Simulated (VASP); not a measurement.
# Ir (P6_3/mmc) in VASP: further runs

Runs on Ir. Level: PBE. Tasks: single point, relaxation of cell and atoms.

Program: VASP 6.6.1. These are calculated values, not measurements. Logs are shortened: lines on timing, memory, paths and dates and some standing lists are left out, and cuts for length are marked.

## Step 1: The cell of the first run

It takes space group P6_3/mmc (No. 194, hexagonal). The conventional cell has a = 2.776 Å, b = 2.776 Å, c = 4.496 Å, α = 90.00°, β = 90.00°, γ = 120.00°. Within 3.6 Å of Ir (site symmetry -6m2) lie 12 Ir at 2.76 to 2.78 Å.

This isn't the form of Ir at room conditions, which is fcc.

## Step 2: Single point, PBE (15.00 Å³/atom)

INCAR

```
SYSTEM = Ir
ALGO = Normal
EDIFF = 1E-7
ENCUT = 520
GGA = PE
ISIF = 2
ISMEAR = -1
LASPH = .True.
LCHARG = .True.
LELF = .True.
LREAL = .False.
LVHAR = .True.
LWAVE = .False.
NBANDS = 16
NELM = 60
PREC = Accurate
SIGMA = 0.03
```

KPOINTS

```
k-points
0
Gamma
  15 15 8
  0 0 0
```

POSCAR

```
Ir
1.0
    2.7757793648      0.0000000000      0.0000000000
   -1.3878896824      2.4038954452      0.0000000000
    0.0000000000      0.0000000000      4.4957403775
Ir
2
Direct
    0.3333333333      0.6666666667      0.2500000000
    0.6666666667      0.3333333333      0.7500000000
```

Potentials or basis: VASP PAW PBE potentials, release 64 (Ir).

Command:

```sh
> cat potpaw_PBE.64/Ir/POTCAR > POTCAR
> mpirun -np 1 vasp_std > vasp.out
```

OUTCAR:

```text
SYSTEM = Ir
   EDIFF = 1E-7
   ENCUT = 520
   GGA = PE
   ISIF = 2
   ISMEAR = -1
   LASPH = .True.
   LREAL = .False.
   NELM = 60
   PREC = Accurate

 ion  position               nearest neighbor table
   1  0.333  0.667  0.250-   2 2.76   2 2.76   2 2.76   2 2.76   2 2.76   2 2.76
   2  0.667  0.333  0.750-   1 2.76   1 2.76   1 2.76   1 2.76   1 2.76   1 2.76

  LATTYP: Found a hexagonal cell.
 ALAT       =     2.7757793648
 C/A-ratio  =     1.6196317454

  Lattice vectors:

 A1 = (   2.7757793648,   0.0000000000,   0.0000000000)
 A2 = (  -1.3878896824,   2.4038954452,   0.0000000000)
 A3 = (   0.0000000000,   0.0000000000,   4.4957403775)

Analysis of symmetry for initial positions (statically):
=====================================================================
 Subroutine PRICEL returns:
 Original cell was already a primitive cell.

 Routine SETGRP: Setting up the symmetry group for a
 hexagonal supercell.

 Subroutine GETGRP returns: Found 24 space group operations
 (whereof 12 operations were pure point group operations)
 out of a pool of 24 trial point group operations.

The static configuration has the point symmetry D_3d.
 The point group associated with its full space group is D_6h.

Analysis of symmetry for dynamics (positions and initial velocities):
=====================================================================
 Subroutine PRICEL returns:
 Original cell was already a primitive cell.

 Routine SETGRP: Setting up the symmetry group for a
 hexagonal supercell.

 Subroutine GETGRP returns: Found 24 space group operations
 (whereof 12 operations were pure point group operations)
 out of a pool of 24 trial point group operations.

The dynamic configuration has the point symmetry D_3d.
 The point group associated with its full space group is D_6h.

 Subroutine INISYM returns: Found 24 space group operations
 (whereof 12 operations are pure point group operations),
 and found     1 'primitive' translations

----------------------------------------------------------------------------------------

                                     Primitive cell

  volume of cell :      29.9987

  direct lattice vectors                    reciprocal lattice vectors
     2.775779365  0.000000000  0.000000000     0.360259181  0.207995735  0.000000000
    -1.387889682  2.403895445  0.000000000     0.000000000  0.415991470  0.000000000
[... 78 lines left out ...]
   ICHARG =      2    charge: 1-file 2-atom 10-const
   ISPIN  =      1    spin polarized calculation?
   LNONCOLLINEAR =      F non collinear calculations
   LSORBIT =      F    spin-orbit coupling
   LASPH  =      T    aspherical Exc in radial PAW
   ENCUT  =  520.0 eV  38.22 Ry    6.18 a.u.   5.16  5.16  8.36*2*pi/ulx,y,z
   NELM   =     60;   NELMIN=  2; NELMDL= -5     # of ELM steps
   EDIFF  = 0.1E-06   stopping-criterion for ELM
   LREAL  =      F    real-space projection
   EDIFFG = 0.1E-05   stopping-criterion for IOM
   NSW    =      0    number of steps for IOM
   IBRION =     -1    ionic relax: 0-MD 1-quasi-New 2-CG
   NFREE  =      0    steps in history (QN), initial steepest desc. (CG)
   ISIF   =      2    stress and relaxation
   ISYM   =      2    0-nonsym 1-usesym 2-fastsym
   POTIM  = 0.5000    time-step for ionic-motion
   TEBEG  =    0.0;   TEEND  =   0.0 temperature during run
   PSTRESS=    0.0 pullay stress
   NELECT =      18.0000    total number of electrons
   NUPDOWN=      -1.0000    fix difference up-down
   EMIN   =  10.00;   EMAX   =-10.00  energy-range for DOS
   EFERMI =   0.00;   METHOD = LEGACY
   ISMEAR =    -1;   SIGMA  =   0.03  broadening in eV -4-tet -1-fermi 0-gaus
   EFERMI_NEDOS =   21; number of points for ismear=-14 and -15
   IALGO  =     38    algorithm
   IMIX   =      4    mixing-type and parameters
     AMIX     =   0.40;   BMIX     =  1.00
     AMIX_MAG =   1.60;   BMIX_MAG =  1.00
  volume/ion in A,a.u.               =      15.00       101.22
  Fermi-wavevector in a.u.,A,eV,Ry     =   1.380803  2.609339 25.941102  1.906617
  Thomas-Fermi vector in A             =   2.505646
   LORBIT       =      0    0 simple, 1 ext, 2 COOP (PROOUT), +10 PAW based schemes
   GGA     = PE    functional components
   LHFCALC =     F    Hartree Fock is set to
   AEXX    =    0.0000 exact exchange contribution
   IVDW    =     0    specifies the selected vdW correction
   LEPSILON=     F    determine dielectric tensor
   LRPA    =     F    only Hartree local field effects (RPA)
 non-spin polarized calculation
  energy-cutoff  :      520.00
  volume of cell :       30.00
 maximum number of plane-waves:       819
 NGX is ok and might be reduce to    24
   NGX = 11   NGY = 11   NGZ = 17

 number of electron      17.9999999 magnetization

 Free energy of the ion-electron system (eV)
  ---------------------------------------------------
  ext. energy  EPLUGINS =         0.00000000
  ---------------------------------------------------
  free energy    TOTEN  =       -17.53375866 eV

  energy without entropy =      -17.52503760  energy(sigma->0) =      -17.52939813

 E-fermi :   9.5332     XC(G=0): -13.6406

 val. band max:        9.5310017057   @ k =   0.1333   0.0667   0.5000
 cond. band min:       9.5340931446   @ k =   0.3333   0.1333   0.3750
 fundamental gap:      0.0030914390
 Fermi energy:         9.5332095395

 k-point     1 :       0.0000    0.0000    0.0000
  band No.  band energies     occupation
      1      -1.0807      2.00000
      2       1.9482      2.00000
      3       5.9257      2.00000
      4       6.0151      2.00000
      5       6.0151      2.00000
      6       6.6158      2.00000
[... 433 lines left out ...]
      3       3.5167      2.00000
      4       5.3635      2.00000
      5       5.5224      2.00000
      6       6.0091      2.00000
[... 8 lines left out ...]
     15      21.1463      0.00000
     16      22.0192      0.00000

 [... further k-points ...]
[... 5 lines left out ...]
  --------------------------------------------------------------------------------------
  -------------------------------------------------------------------------------------
  Total       -1.6806365     -1.6806365     -1.6876823      0.0000000      0.0000000      0.0000000
  in kB      -89.7599551    -89.7599551    -90.1362613      0.0000000      0.0000000      0.0000000
  external PRESSURE =     -89.8853905 kB  Pullay stress =       0.0000000 kB

 VOLUME and BASIS-vectors are now :
 -----------------------------------------------------------------------------
  energy-cutoff  :      520.00
  volume of cell :       30.00
      direct lattice vectors                 reciprocal lattice vectors
     2.775779365  0.000000000  0.000000000     0.360259181  0.207995735  0.000000000
    -1.387889682  2.403895445  0.000000000     0.000000000  0.415991470  0.000000000
     0.000000000  0.000000000  4.495740377     0.000000000  0.000000000  0.222432773

 POSITION                                       TOTAL-FORCE (eV/Angst)
 -----------------------------------------------------------------------------------
     -0.00000      1.60260      1.12394        -0.000000     -0.000000      0.000000
      1.38789      0.80130      3.37181         0.000000      0.000000      0.000000
 -----------------------------------------------------------------------------------
    total drift:                               -0.000000      0.000000     -0.000000

  FREE ENERGIE OF THE ION-ELECTRON SYSTEM (eV)
  ---------------------------------------------------
  free  energy   TOTEN  =       -17.5337586581 eV

  energy  without entropy=      -17.5250376046  energy(sigma->0) =      -17.52939813
```

Wall time 81 s (1 thread of Intel Xeon 8259CL, shared host); peak memory 0.2 GiB.

Results:

| Item | Value |
| --- | --- |
| Free energy | -17.5338 eV |
| Pressure | -9.0 GPa |
| Band gap on the k mesh | zero (bands 9 and 10 overlap by 2.97 eV) |

Caveat: the cell stands under tension; spin-orbit coupling is left out, which moves the levels of the heavy elements.

## Step 3: Single point, PBE (15.44 Å³/atom)

This run uses another cell than the first one, of 15.44 Å³/atom.

INCAR

```
ALGO = Normal
EDIFF = 1E-6
ENCUT = 520
GGA = PE
ISIF = 2
ISMEAR = -1
LASPH = True
LCHARG = False
LREAL = False
LWAVE = False
NBANDS = 16
NELM = 100
PREC = Accurate
SIGMA = 0.03
```

KPOINTS

```
k-points
0
Gamma
  15 15 8
```

POSCAR

```
Ir
1.0
    2.8024711884      0.0000000000      0.0000000000
   -1.4012355942      2.4270112425      0.0000000000
    0.0000000000      0.0000000000      4.5389713024
Ir
2
Direct
    0.3333333333      0.6666666667      0.2500000000
    0.6666666667      0.3333333333      0.7500000000
```

Potentials or basis: VASP PAW PBE potentials, release 64 (Ir).

Command:

```sh
> cat potpaw_PBE.64/Ir/POTCAR > POTCAR
> mpirun -np 1 vasp_std > vasp.out
```

It took 75 s on 1 thread of Intel Xeon 8259CL, shared host; peak memory 0.2 GiB.

The run converged. Its results:

```
Free energy            : -17.4629 eV
Pressure               : -16.9 GPa
Band gap on the k mesh : zero (bands 9 and 10 overlap by 2.82 eV)
```

Stress tensor (GPa, compression positive):
```
-16.84   0.00   0.00
  0.00 -16.84   0.00
  0.00   0.00 -17.06
```

Levels at points of the mesh, in eV from the Fermi level:
```
           k point  band 7  band 8  band 9  band 10  band 11  band 12
(0.00, 0.00, 0.00)   -2.79   -2.10   -2.10    -0.57     0.23     0.23
(0.00, 0.00, 0.50)   -3.47   -3.47   -0.43    -0.43    -0.43    -0.43
```

Caveat: the cell stands under tension; spin-orbit coupling is left out, which moves the levels of the heavy elements.

## Step 4: Relaxation of cell and atoms, PBE

This run uses another cell than the first one, of 11.84 Å³/atom.

INCAR

```
SYSTEM = Ir
ALGO = Normal
EDIFF = 1E-6
EDIFFG = -0.005
ENCUT = 600
GGA = PE
IBRION = 2
ISIF = 3
ISMEAR = -1
LASPH = .True.
LCHARG = .False.
LREAL = .False.
LWAVE = .False.
NELM = 80
NSW = 100
PREC = Accurate
SIGMA = 0.03
```

KPOINTS

```
k-points
0
Gamma
  15 15 8
  0 0 0
```

POSCAR

```
Ir
1.0
    2.5654143566      0.0000000000      0.0000000000
   -1.2827071783      2.2217140041      0.0000000000
    0.0000000000      0.0000000000      4.1559712577
Ir
2
Direct
    0.3333333333      0.6666666667      0.2500000000
    0.6666666667      0.3333333333      0.7500000000
```

Command:

```sh
> cat potpaw_PBE.64/Ir/POTCAR > POTCAR
> mpirun -np 1 vasp_std > vasp.out
```

Run time: 6.5 min. Hardware: 1 thread of Intel Xeon 8259CL, shared host; peak memory 0.19 GiB.

Results (log left out):

- Free energy: -17.5564 eV
- Relaxed volume: 14.59 Å³/atom
- Relaxed cell: a = 2.750 Å, b = 2.750 Å, c = 4.455 Å, α = 90.00°, β = 90.00°, γ = 120.00°
- Space group after relaxing (to 0.1 Å): P6_3/mmc (No. 194)
- Pressure after relaxing: 0.0 GPa
- Band gap on the k mesh: zero (bands 9 and 10 overlap by 3.12 eV)

Final structure:
```xyz
2
Lattice="2.7496 0.0000 0.0000 -1.3748 2.3812 0.0000 0.0000 0.0000 4.4553" Properties=species:S:1:pos:R:3 pbc="T T T"
Ir    0.0000    1.5875    1.1138
Ir    1.3748    0.7937    3.3415
```

Levels at points of the mesh, in eV from the Fermi level:
```
           k point  band 7  band 8  band 9  band 10  band 11  band 12
(0.00, 0.00, 0.00)   -3.05   -2.29   -2.29    -0.74     0.26     0.26
(0.00, 0.00, 0.50)   -3.80   -3.80   -0.46    -0.46    -0.46    -0.46
```

Caveat: the volume moved by over 15 % at a fixed basis, so the end points are rough; spin-orbit coupling is left out, which moves the levels of the heavy elements.

## Step 5: Summary

| task | cell | cutoff (eV) | gap on the mesh (eV) | pressure (GPa) |
| --- | --- | --- | --- | --- |
| single point | a = 2.776, b = 2.776, c = 4.496 Å, angles 90.0, 90.0, 120.0°, 2 atoms | 520 | none | -9.0 |
| single point | a = 2.802, b = 2.802, c = 4.539 Å, angles 90.0, 90.0, 120.0°, 2 atoms | 520 | none | -16.9 |
| relaxation of cell and atoms | relaxed from a = 2.565, b = 2.565, c = 4.156 Å, angles 90.0, 90.0, 120.0°, 2 atoms | 600 | none | 0.0 |

Alike in all rows: level PBE; potentials or basis VASP PAW PBE potentials, release 64 (Ir); no spin polarisation; k mesh 15 × 15 × 8; smearing fermi-dirac 0.03 eV.

Caveats: spin-orbit coupling is left out, which moves the levels of the heavy elements; the cell stands under tension (at least some runs); the volume moved by over 15 % at a fixed basis, so the end points are rough (at least some runs).

Absolute energies hang on the potentials; compare differences alone.
